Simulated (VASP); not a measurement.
TeS2:

```
Te S
1.0
    -2.21806    2.21806    7.71213
     2.21806   -2.21806    7.71213
     2.21806    2.21806   -7.71213
Te S
2 4
Cartesian
  0.0000 0.0000 0.0000
  0.0000 2.2181 3.8561
  0.0000 0.0000 6.4242
  2.2181 0.0000 2.5681
  2.2181 0.0000 5.1440
  0.0000 0.0000 9.0001
```

- Program: VASP 6.6.1
- Task: relaxation of cell and atoms
- Functional: PBE
- Potentials or basis: VASP PAW PBE potentials, release 64 (Te, S)
- Cutoff: 600 eV
- k mesh: 6 × 6 × 6
- Occupations: gaussian, width 0.1 eV
- Spin: no spin polarisation

At the start: pressure -5.9 GPa; volume 25.29 Å³/atom.

Question: Where does the relaxation end?

Answer: Over 12 steps the energy falls by 186.4 meV/atom and the volume is 22.43 Å³/atom (-11.3 %); space group I4_1/amd (No. 141, to 0.1 Å) before and after.

The path:
```csv
step,energy change (eV),largest force (eV/Å),pressure (GPa),volume (Å³)
1,0.0000,0.5141,-5.91,151.77
2,-0.5034,0.7867,-0.40,132.17
3,-0.5135,0.8130,0.79,129.43
4,-0.6938,0.8795,1.57,127.83
5,-0.9348,0.4446,4.20,124.64
6,-1.0570,0.1808,2.45,128.69
7,-1.1019,0.1076,0.89,133.24
8,-1.1113,0.0055,0.32,134.17
9,-1.1133,0.0731,-0.11,134.90
10,-1.1133,0.0690,-0.09,134.86
11,-1.1149,0.0626,-0.07,134.79
12,-1.1184,0.0399,-0.02,134.58
```

Final structure:
```
Te S
1.0
    -2.08563    2.08563    7.73492
     2.08563   -2.08563    7.73492
     2.08563    2.08563   -7.73492
Te S
2 4
Direct
  0.00000 0.00000 0.00000
  0.75000 0.25000 0.50000
  0.40142 0.40142 0.00000
  0.15142 0.65142 0.50000
  0.34858 0.84858 0.50000
  0.59858 0.59858 0.00000
```
